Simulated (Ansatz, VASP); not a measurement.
## Te: VASP beside Ansatz

The input INCAR:

```
ALGO     = Normal         # electronic algorithm
EDIFF    = 1E-6           # SCF threshold, eV
ENCUT    = 520            # plane-wave cutoff, eV
ISIF     = 2              # what is computed and relaxed
ISMEAR   = -1             # smearing method
LASPH    = T              # aspherical terms in the spheres
LCHARG   = T              # write CHGCAR
LELF     = T              # ELF
LREAL    = F              # projectors in reciprocal space
LVHAR    = T            
LWAVE    = F              # write WAVECAR
NBANDS   = 9              # bands
NELM     = 60             # most SCF steps
PREC     = Accurate       # precision mode
SIGMA    = 0.1            # smearing width, eV
```

File KPOINTS:

```
k-points
0
Gamma
  13 13 13
```

The input POSCAR:

```
Te
1.0
   -1.9533121805      1.9533121805      1.9533121805
    1.9533121805     -1.9533121805      1.9533121805
    1.9533121805      1.9533121805     -1.9533121805
Te
1
Direct
    0.0000000000      0.0000000000      0.0000000000
```

Input for Ansatz:

```yaml
crystal:
  lattice:
    - [-1.9533121805, 1.9533121805, 1.9533121805]
    - [1.9533121805, -1.9533121805, 1.9533121805]
    - [1.9533121805, 1.9533121805, -1.9533121805]
  atoms:
    - { symbol: Te, position: [0.0, 0.0, 0.0] }
hamiltonian:
  xc: lda
  pseudopotentials:
    kind: paw
    azcp:
      Te: "pseudopotentials/Te.paw.azcp"
basis:
  ecutwfc: 420
  fft_grid_basis: typed
kpoints:
  mp_grid: { grid: [13, 13, 13], shift: [0, 0, 0] }
magnetization:
  spin_polarized: false
scf:
  occupations: { method: fermi_dirac, width: 0.1 }
  lower_state_search: "off"
output:
  stress: true
```

Alike in both runs: task single point; functional LDA; k mesh 13 × 13 × 13; occupations fermi-dirac, width 0.1 eV; no spin polarisation.

|  | VASP | Ansatz |
| --- | --- | --- |
| version | VASP 6.6.1 | Ansatz 0.2.0 |
| potentials or method | VASP PAW LDA potentials, release 64 (Te), cutoff 520 eV | plane waves (420 eV) with PAW, scalar-relativistic |
| valence electrons in the cell | 6 | 16 |

|  | VASP | Ansatz | Ansatz less VASP |
| --- | --- | --- | --- |
| pressure (GPa) | -6.0 | -5.9 | +0.02 |

Ansatz warns that its potentials were made for another functional, while VASP's fit it. LDA's correlation is that of Perdew and Zunger in VASP and of Perdew and Wang (1992) in Ansatz. VASP's potentials hold 6 valence electrons a cell and Ansatz's 16, so a difference there can come from the potentials and not from the codes.

Spin-orbit coupling is off throughout.
